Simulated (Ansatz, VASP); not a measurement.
# Be: VASP beside Ansatz

INCAR

```
PREC = Accurate
ENCUT = 600
EDIFF = 1E-7
ISMEAR = 0
SIGMA = 0.1
LREAL = False
LASPH = True
NELM = 60
ALGO = Normal
ISIF = 3
LWAVE = False
LCHARG = False
GGA = PS
IBRION = 2
NSW = 100
EDIFFG = -0.005
```

File KPOINTS:

```
Automatic mesh
0
Gamma
  12 12 18
```

POSCAR

```
Be
1.0
    3.7468140000      0.0000000000      0.0000000000
    0.0000000000      3.7468140000      0.0000000000
    0.0000000000      0.0000000000      2.2812800000
Be
4
Direct
    0.2974080000      0.2974080000      0.0000000000
    0.7025920000      0.7025920000      0.0000000000
    0.2025920000      0.7974080000      0.5000000000
    0.7974080000      0.2025920000      0.5000000000
```

Input for Ansatz:

```yaml
crystal:
  lattice:
    - [3.746814, 0.0, 0.0]
    - [0.0, 3.746814, 0.0]
    - [0.0, 0.0, 2.28128]
  atoms:
    - { symbol: Be, position: [0.297408, 0.297408, 0.0] }
    - { symbol: Be, position: [0.702592, 0.702592, 0.0] }
    - { symbol: Be, position: [0.202592, 0.797408, 0.5] }
    - { symbol: Be, position: [0.797408, 0.202592, 0.5] }
basis:
  ecutwfc: 420
kpoints:
  mp_grid: { grid: [12, 12, 18] }
hamiltonian:
  xc: pbesol
scf:
  occupations: { method: gaussian, width: 0.1 }
output:
  forces: true
  stress: true
  eigenvalues: true
relax:
  adjacent_minimum: "off"
  f_tol: 0.005
  max_steps: 80
  cell: { stress_tol: 0.05 }
```

Alike in both runs: task relaxation of cell and atoms; functional PBEsol; k mesh 12 × 12 × 18; occupations gaussian, width 0.1 eV; no spin polarisation.

|  | VASP | Ansatz |
| --- | --- | --- |
| version | VASP 6.6.1 | Ansatz 0.2.0 |
| potentials or method | VASP PAW PBE potentials, release 64 (Be), cutoff 600 eV | scalar-relativistic, plane waves, PAW |
| valence electrons in the cell | 8 | 8 |

VASP gave:

| Quantity | Value |
| --- | --- |
| gap on the k mesh at the Fermi level, each at its own relaxed structure (eV) | none |
| relaxed volume (Å³/atom) | 7.96 |
| relaxed cell length with the largest relative difference (Å) | 3.753 |

Problem. Estimate Ansatz's values.

Solution. gap on the k mesh at the Fermi level, each at its own relaxed structure (eV): none; relaxed volume (Å³/atom): 7.94; relaxed cell length with the largest relative difference (Å): 3.749.

VASP's potentials were made for PBE, not for PBEsol. A gap of «none» marks a metal or a gap that the smearing closes.
